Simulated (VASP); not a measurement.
# CuB (P-6m2) in VASP: a series of runs

The runs below take CuB through single point, relaxation of cell and atoms, with PBE.

Everything below comes from runs of VASP 6.6.1. Logs are shortened: lines on timing, memory, paths and dates and some standing lists are left out, and cuts for length are marked.

## (1) The cell of the first run

The structure is hexagonal, space group P-6m2 (No. 187). The conventional cell has a = 2.556 Å, b = 2.556 Å, c = 3.222 Å, α = 90.00°, β = 90.00°, γ = 120.00°. Cu (site symmetry -6m2) has 6 B at 2.18 Å and 6 Cu at 2.56 Å within 2.9 Å. B (site symmetry -6m2) has 6 Cu at 2.18 Å and 6 B at 2.56 Å within 2.9 Å.

The cell was generated, and may not be a known phase.

## (2) Single point, PBE

INCAR

```
SYSTEM = CuB
PREC = Accurate
ENCUT = 520
EDIFF = 1E-6
ISMEAR = 0
SIGMA = 0.1
LREAL = .FALSE.
LASPH = .TRUE.
NELM = 100
ALGO = Normal
ISIF = 2
LWAVE = .FALSE.
LCHARG = .FALSE.
GGA = PE
NBANDS = 14
```

KPOINTS

```
Automatic mesh
0
G
  24 24 16
  0 0 0
```

POSCAR

```
CuB
1.0
    2.5559903878      0.0000000000      0.0000000000
   -1.2779951939      2.2135526077      0.0000000000
    0.0000000000      0.0000000000      3.2215069461
Cu B
1 1
Direct
    0.6666666667      0.3333333333      0.0000000000
    0.0000000000      0.0000000000      0.5000000000
```

Potentials or basis: VASP PAW PBE potentials, release 64 (Cu, B).

Started as:

```
cat potpaw_PBE.64/Cu/POTCAR potpaw_PBE.64/B/POTCAR > POTCAR
mpirun -np 1 vasp_std > vasp.out
```

OUTCAR:

```text
SYSTEM = CuB
   PREC = Accurate
   ENCUT = 520
   EDIFF = 1E-6
   ISMEAR = 0
   LREAL = .FALSE.
   LASPH = .TRUE.
   NELM = 100
   ISIF = 2
   GGA = PE

 ion  position               nearest neighbor table
   1  0.667  0.333  0.000-   2 2.18   2 2.18   2 2.18   2 2.18   2 2.18   2 2.18
   2  0.000  0.000  0.500-   1 2.18   1 2.18   1 2.18   1 2.18   1 2.18   1 2.18

  LATTYP: Found a hexagonal cell.
 ALAT       =     2.5559903878
 C/A-ratio  =     1.2603752195

  Lattice vectors:

 A1 = (   2.5559903878,   0.0000000000,   0.0000000000)
 A2 = (  -1.2779951939,   2.2135526077,   0.0000000000)
 A3 = (   0.0000000000,   0.0000000000,   3.2215069461)

Analysis of symmetry for initial positions (statically):
=====================================================================
 Subroutine PRICEL returns:
 Original cell was already a primitive cell.

 Routine SETGRP: Setting up the symmetry group for a
 hexagonal supercell.

 Subroutine GETGRP returns: Found 12 space group operations
 (whereof 12 operations were pure point group operations)
 out of a pool of 24 trial point group operations.

The static configuration has the point symmetry D_3h.

Analysis of symmetry for dynamics (positions and initial velocities):
=====================================================================
 Subroutine PRICEL returns:
 Original cell was already a primitive cell.

 Routine SETGRP: Setting up the symmetry group for a
 hexagonal supercell.

 Subroutine GETGRP returns: Found 12 space group operations
 (whereof 12 operations were pure point group operations)
 out of a pool of 24 trial point group operations.

The dynamic configuration has the point symmetry D_3h.

 Subroutine INISYM returns: Found 12 space group operations
 (whereof 12 operations are pure point group operations),
 and found     1 'primitive' translations

----------------------------------------------------------------------------------------

                                     Primitive cell

  volume of cell :      18.2267

  direct lattice vectors                    reciprocal lattice vectors
     2.555990388  0.000000000  0.000000000     0.391237778  0.225881236  0.000000000
    -1.277995194  2.213552608  0.000000000     0.000000000  0.451762473  0.000000000
     0.000000000  0.000000000  3.221506946     0.000000000  0.000000000  0.310413734

  length of vectors
     2.555990388  2.555990388  3.221506946     0.451762473  0.451762473  0.310413734

  position of ions in fractional coordinates (direct lattice)
     0.666666667  0.333333333  0.000000000
     0.000000000  0.000000000  0.500000000

  ion indices of the primitive-cell ions
   primitive index   ion index
                 1           1
                 2           2

----------------------------------------------------------------------------------------

 KPOINTS: Automatic mesh

Automatic generation of k-mesh.
 Grid dimensions read from file:
 generate k-points for:   24   24   16

 Generating k-lattice:

  Cartesian coordinates                     Fractional coordinates (reciprocal lattice)
     0.016301574  0.009411718  0.000000000     0.041666667  0.000000000  0.000000000
     0.000000000  0.018823436  0.000000000     0.000000000  0.041666667  0.000000000
     0.000000000  0.000000000  0.019400858     0.000000000  0.000000000  0.062500000

  Length of vectors
     0.018823436  0.018823436  0.019400858

  Shift w.r.t. Gamma in fractional coordinates (k-lattice)
     0.000000000  0.000000000  0.000000000

 Subroutine IBZKPT returns following result:
 ===========================================

 Found    549 irreducible k-points:

 Following reciprocal coordinates:
            Coordinates               Weight
  0.000000  0.000000  0.000000      1.000000
  0.041667  0.000000  0.000000      6.000000
  0.083333  0.000000  0.000000      6.000000
  0.125000  0.000000  0.000000      6.000000
  0.166667  0.000000  0.000000      6.000000
  0.208333  0.000000  0.000000      6.000000
[... 16 lines left out ...]
  0.416667  0.041667  0.000000     12.000000
  0.458333  0.041667  0.000000     12.000000
 [... further k-points ...]
   k-points           NKPTS =    549   k-points in BZ     NKDIM =    549   number of bands    NBANDS=     14
   number of dos      NEDOS =    301   number of ions     NIONS =      2
   total plane-waves  NPLWV =   9600
   dimension x,y,z NGX =    20 NGY =   20 NGZ =   24
   dimension x,y,z NGXF=    40 NGYF=   40 NGZF=   48
   ions per type =               1   1
   NGX,Y,Z   is equivalent  to a cutoff of  13.01, 13.01, 12.39 a.u.
   NGXF,Y,Z  is equivalent  to a cutoff of  26.02, 26.02, 24.77 a.u.
 SYSTEM =  CuB
   PREC   = accura    normal or accurate (medium, high low for compatibility)
   ISTART =      0    job   : 0-new  1-cont  2-samecut
   ICHARG =      2    charge: 1-file 2-atom 10-const
   ISPIN  =      1    spin polarized calculation?
   LNONCOLLINEAR =      F non collinear calculations
   LSORBIT =      F    spin-orbit coupling
   LASPH  =      T    aspherical Exc in radial PAW
   ENCUT  =  520.0 eV  38.22 Ry    6.18 a.u.   4.75  4.75  5.99*2*pi/ulx,y,z
   NELM   =    100;   NELMIN=  2; NELMDL= -5     # of ELM steps
   EDIFF  = 0.1E-05   stopping-criterion for ELM
   LREAL  =      F    real-space projection
   EDIFFG = 0.1E-04   stopping-criterion for IOM
   NSW    =      0    number of steps for IOM
   IBRION =     -1    ionic relax: 0-MD 1-quasi-New 2-CG
   NFREE  =      0    steps in history (QN), initial steepest desc. (CG)
   ISIF   =      2    stress and relaxation
   ISYM   =      2    0-nonsym 1-usesym 2-fastsym
   POTIM  = 0.5000    time-step for ionic-motion
   TEBEG  =    0.0;   TEEND  =   0.0 temperature during run
   PSTRESS=    0.0 pullay stress
   NELECT =      14.0000    total number of electrons
   NUPDOWN=      -1.0000    fix difference up-down
   EMIN   =  10.00;   EMAX   =-10.00  energy-range for DOS
   EFERMI =   0.00;   METHOD = LEGACY
   ISMEAR =     0;   SIGMA  =   0.10  broadening in eV -4-tet -1-fermi 0-gaus
   EFERMI_NEDOS =   21; number of points for ismear=-14 and -15
   IALGO  =     38    algorithm
   IMIX   =      4    mixing-type and parameters
     AMIX     =   0.40;   BMIX     =  1.00
     AMIX_MAG =   1.60;   BMIX_MAG =  1.00
  volume/ion in A,a.u.               =       9.11        61.50
  Fermi-wavevector in a.u.,A,eV,Ry     =   1.499276  2.833220 30.583546  2.247827
  Thomas-Fermi vector in A             =   2.610926
   LORBIT       =      0    0 simple, 1 ext, 2 COOP (PROOUT), +10 PAW based schemes
   GGA     = PE    functional components
   LHFCALC =     F    Hartree Fock is set to
   AEXX    =    0.0000 exact exchange contribution
   IVDW    =     0    specifies the selected vdW correction
   LEPSILON=     F    determine dielectric tensor
   LRPA    =     F    only Hartree local field effects (RPA)
 non-spin polarized calculation
 Gauss-broadening in eV      SIGMA  =   0.10
  energy-cutoff  :      520.00
  volume of cell :       18.23
 maximum number of plane-waves:       502
 NGX is ok and might be reduce to    20
   NGX =  9   NGY =  9   NGZ = 11

 number of electron      14.0000000 magnetization

 Free energy of the ion-electron system (eV)
  ---------------------------------------------------
  ext. energy  EPLUGINS =         0.00000000
  ---------------------------------------------------
  free energy    TOTEN  =        -8.95875086 eV

  energy without entropy =       -8.95674215  energy(sigma->0) =       -8.95774650

 E-fermi :   8.7925     XC(G=0): -12.7754

 val. band max:        8.7910908909   @ k =   0.4167   0.1667   0.5000
 cond. band min:       8.8032632814   @ k =   0.2917   0.0833   0.0625
 fundamental gap:      0.0121723906
 Fermi energy:         8.7924724380

 k-point     1 :       0.0000    0.0000    0.0000
  band No.  band energies     occupation
      1      -4.7883      2.00000
      2       2.8637      2.00000
      3       4.1604      2.00000
      4       4.1604      2.00000
      5       4.8647      2.00000
      6       4.8647      2.00000
      7       6.2818      2.00000
      8      13.9117      0.00000
      9      15.6903      0.00000
     10      15.6903      0.00000
     11      25.9413      0.00000
     12      26.9937      0.00000
     13      26.9937      0.00000
     14      29.7159      0.00000

 k-point     2 :       0.0417    0.0000    0.0000
  band No.  band energies     occupation
      1      -4.7400      2.00000
      2       2.8835      2.00000
      3       4.1425      2.00000
      4       4.1802      2.00000
      5       4.7494      2.00000
      6       4.8604      2.00000
      7       6.4412      2.00000
      8      13.9248      0.00000
      9      15.5170      0.00000
     10      15.6038      0.00000
     11      25.7944      0.00000
     12      26.8690      0.00000
     13      27.1376      0.00000
     14      29.4333      0.00000

 k-point     3 :       0.0833    0.0000    0.0000
  band No.  band energies     occupation
      1      -4.5955      2.00000
      2       2.9409      2.00000
      3       4.0910      2.00000
      4       4.2389      2.00000
      5       4.4970      2.00000
      6       4.8480      2.00000
      7       6.8251      2.00000
      8      13.9529      0.00000
      9      15.0330      0.00000
     10      15.3601      0.00000
     11      25.2456      0.00000
     12      26.8550      0.00000
     13      27.5437      0.00000
     14      28.6882      0.00000
[... 324 lines left out ...]
 k-point    23 :       0.4167    0.0417    0.0000
  band No.  band energies     occupation
      1      -0.0171      2.00000
      2       2.4272      2.00000
      3       2.9685      2.00000
      4       3.4999      2.00000
      5       4.6078      2.00000
      6       5.4801      2.00000
      7       7.1409      2.00000
      8      11.9791      0.00000
      9      11.9865      0.00000
     10      16.5957      0.00000
     11      19.7700      0.00000
     12      21.2834      0.00000
     13      22.2494      0.00000
     14      28.7615      0.00000

 k-point    24 :       0.4583    0.0417    0.0000
  band No.  band energies     occupation
      1       0.5816      2.00000
      2       2.0224      2.00000
      3       2.9388      2.00000
      4       3.4161      2.00000
      5       4.5990      2.00000
      6       5.5350      2.00000
      7       6.9189      2.00000
      8      11.8861      0.00000
      9      12.2606      0.00000
     10      16.8877      0.00000
     11      19.3923      0.00000
     12      20.9080      0.00000
     13      22.0723      0.00000
     14      28.6548      0.00000

 [... further k-points ...]

------------------------ aborting loop because EDIFF is reached ----------------------------------------

  FORCE on cell =-STRESS in cart. coord.  units (eV):
  Direction    XX          YY          ZZ          XY          YZ          ZX
  --------------------------------------------------------------------------------------
  -------------------------------------------------------------------------------------
  Total        0.0434222      0.0434222      0.1574987      0.0000000     -0.0000000      0.0000000
  in kB        3.8169301      3.8169301     13.8445669      0.0000000     -0.0000000      0.0000000
  external PRESSURE =       7.1594757 kB  Pullay stress =       0.0000000 kB

 VOLUME and BASIS-vectors are now :
 -----------------------------------------------------------------------------
  energy-cutoff  :      520.00
  volume of cell :       18.23
      direct lattice vectors                 reciprocal lattice vectors
     2.555990388  0.000000000  0.000000000     0.391237778  0.225881236  0.000000000
    -1.277995194  2.213552608  0.000000000     0.000000000  0.451762473  0.000000000
     0.000000000  0.000000000  3.221506946     0.000000000  0.000000000  0.310413734

 POSITION                                       TOTAL-FORCE (eV/Angst)
 -----------------------------------------------------------------------------------
      1.27800      0.73785      0.00000        -0.000000      0.000000      0.000000
      0.00000      0.00000      1.61075         0.000000     -0.000000      0.000000
 -----------------------------------------------------------------------------------
    total drift:                               -0.000002      0.000001      0.000000

  FREE ENERGIE OF THE ION-ELECTRON SYSTEM (eV)
  ---------------------------------------------------
  free  energy   TOTEN  =        -8.9587508636 eV

  energy  without entropy=       -8.9567421457  energy(sigma->0) =       -8.95774650
```

Wall time 64 s (1 thread of Intel Xeon Platinum 8488C (Sapphire Rapids), shared host); peak memory 0.25 GiB.

What came out:

```
Free energy            : -8.9588 eV
Pressure               : 0.7 GPa
Band gap on the k mesh : zero (bands 7 and 8 overlap by 2.85 eV)
```

Levels at points of the mesh, in eV from the Fermi level:
| k point | band 5 | band 6 | band 7 | band 8 | band 9 | band 10 |
| --- | --- | --- | --- | --- | --- | --- |
| (0.00, 0.00, 0.00) | -3.93 | -3.93 | -2.51 | 5.12 | 6.90 | 6.90 |
| (0.50, 0.00, 0.00) | -4.17 | -3.26 | -1.90 | 3.28 | 3.47 | 8.09 |
| (0.00, 0.00, 0.50) | -4.50 | -4.12 | -4.12 | 7.11 | 7.11 | 12.28 |
| (0.50, 0.00, 0.50) | -4.03 | -3.25 | -2.83 | -0.14 | 2.79 | 5.27 |

## (3) Relaxation of cell and atoms, PBE

This run uses another cell than the first one, of 9.07 Å³/atom.

INCAR

```
ALGO = Normal
EDIFF = 1E-6
EDIFFG = -0.01
ENCUT = 600
GGA = PE
IBRION = 2
ISIF = 3
ISMEAR = 0
LASPH = T
LCHARG = F
LREAL = F
LWAVE = F
NELM = 100
NSW = 100
PREC = Accurate
SIGMA = 0.1
```

KPOINTS

```
k-points
0
Gamma
  24 24 16
```

POSCAR

```
CuB
1.0
    2.5268572407      0.0000000000      0.0000000000
   -1.2634286203      2.1883225622      0.0000000000
    0.0000000000      0.0000000000      3.2798553835
Cu B
1 1
Direct
    0.6666666667      0.3333333333      0.0000000000
    0.0000000000      0.0000000000      0.5000000000
```

Potentials or basis: VASP PAW PBE potentials, release 64 (Cu, B).

Started as:

```
cat potpaw_PBE.64/Cu/POTCAR potpaw_PBE.64/B/POTCAR > POTCAR
mpirun -np 1 vasp_std > vasp.out
```

Run time: 3.1 min. Hardware: 1 thread of Intel Xeon Platinum 8488C (Sapphire Rapids), shared host; peak memory 0.27 GiB.

Results (log left out):

```yaml
Free_energy: -8.9600 eV
Relaxed_volume: 9.14 Å³/atom
Relaxed_cell: a = 2.553 Å, b = 2.553 Å, c = 3.238 Å, α = 90.00°, β = 90.00°, γ = 120.00°
Space_group_after_relaxing_to_0.1_Å: P-6m2 (No. 187)
Energy_gained_by_relaxing: 1.3 meV/atom
Ionic_steps: 5
Pressure_after_relaxing: -0.1 GPa
Band_gap_on_the_k_mesh: zero (bands 7 and 8 overlap by 2.87 eV)
```

Stress tensor (GPa, compression positive):
```
-0.11  0.00  0.00
 0.00 -0.11  0.00
 0.00  0.00 -0.01
```

Step by step:
```
step  energy change (eV)  largest force (eV/Å)  pressure (GPa)  volume (Å³)
   1              0.0000                0.0000            0.82        18.14
   2             -0.0015                0.0000           -0.29        18.26
   3             -0.0018                0.0000           -1.13        18.35
   4             -0.0025                0.0000           -0.21        18.28
   5             -0.0025                0.0000           -0.07        18.27
```

Final structure:
```cif
data_structure
_symmetry_space_group_name_H-M 'P 1'
_symmetry_Int_Tables_number 1
_cell_length_a 2.5525
_cell_length_b 2.5525
_cell_length_c 3.2379
_cell_angle_alpha 90.000
_cell_angle_beta 90.000
_cell_angle_gamma 120.000
_cell_volume 18.27
loop_
_atom_site_label
_atom_site_type_symbol
_atom_site_fract_x
_atom_site_fract_y
_atom_site_fract_z
_atom_site_occupancy
Cu1 Cu 0.66667 0.33333 0.00000 1
B1 B 0.00000 0.00000 0.50000 1
```

Levels at points of the mesh, in eV from the Fermi level:
```csv
k point,band 5,band 6,band 7,band 8,band 9,band 10
"(0.00, 0.00, 0.00)",-3.90,-3.90,-2.58,4.98,6.95,6.95
"(0.50, 0.00, 0.00)",-4.14,-3.23,-1.87,3.34,3.45,7.99
"(0.00, 0.00, 0.50)",-4.50,-4.08,-4.08,7.15,7.15,12.19
"(0.50, 0.00, 0.50)",-4.01,-3.22,-2.81,-0.16,2.80,5.28
```
